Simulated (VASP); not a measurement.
## WSe2: single point with r2SCAN

The system is WSe2, a slab with vacuum.

```
W Se
1.0
     3.49924    0.00000    0.00000
    -1.74962    3.03043    0.00000
     0.00000    0.00000   21.60900
W Se
2 4
Direct
  0.66667 0.33333 0.14239
  0.33333 0.66667 0.85761
  0.33333 0.66667 0.21135
  0.66667 0.33333 0.92662
  0.33333 0.66667 0.07338
  0.66667 0.33333 0.78865
```

This cell differs from its parent crystal: ratio of the length along z to the lengths across it x 0.85, volume and fractional coordinates fixed.

- Program: VASP 6.6.1
- Task: single point
- Functional: r2SCAN
- Potentials or basis: VASP PAW PBE potentials, release 64 (W_sv, Se)
- Cutoff: 520 eV
- k mesh: 12 × 12 × 2
- Occupations: gaussian, width 0.05 eV
- Spin: no spin polarisation
- Dipole correction: no
- Further INCAR settings: ALGO = Normal; EDIFF = 1e-06; NBANDS = 35

| Item | Value |
| --- | --- |
| Largest force | 2.280 eV/Å |
| Band gap on the k mesh | zero (bands 26 and 27 overlap by 0.25 eV) |

Forces in eV/Å, atoms in the order of the input:
```
W    0.000  0.000 -0.041
W    0.000  0.000  0.041
Se   0.000  0.000  2.280
Se   0.000  0.000  2.113
Se   0.000  0.000 -2.113
Se   0.000  0.000 -2.280
```

Levels at points of the mesh, in eV from the Fermi level:
| k point | band 23 | band 24 | band 25 | band 26 | band 27 | band 28 | band 29 | band 30 |
| --- | --- | --- | --- | --- | --- | --- | --- | --- |
| (0.00, 0.00, 0.00) | -2.40 | -1.23 | -0.20 | 0.23 | 2.05 | 2.05 | 2.07 | 2.07 |
| (0.50, 0.00, 0.00) | -2.14 | -2.01 | -1.59 | -1.45 | 1.07 | 1.11 | 1.27 | 1.27 |
| (0.00, 0.00, 0.50) | -2.40 | -1.23 | -0.20 | 0.23 | 2.05 | 2.05 | 2.07 | 2.07 |
| (0.50, 0.00, 0.50) | -2.14 | -2.01 | -1.59 | -1.45 | 1.07 | 1.11 | 1.27 | 1.27 |

Wall time 17 min on 1 thread of Intel(R) Xeon(R) Platinum 8488C (Sapphire Rapids) (shared host), peak memory 0.51 GiB.

Caveat: the PAW data sets were made with another functional, which shifts forces and pressure a little; spin-orbit coupling is left out, which moves the levels of the heavy elements.
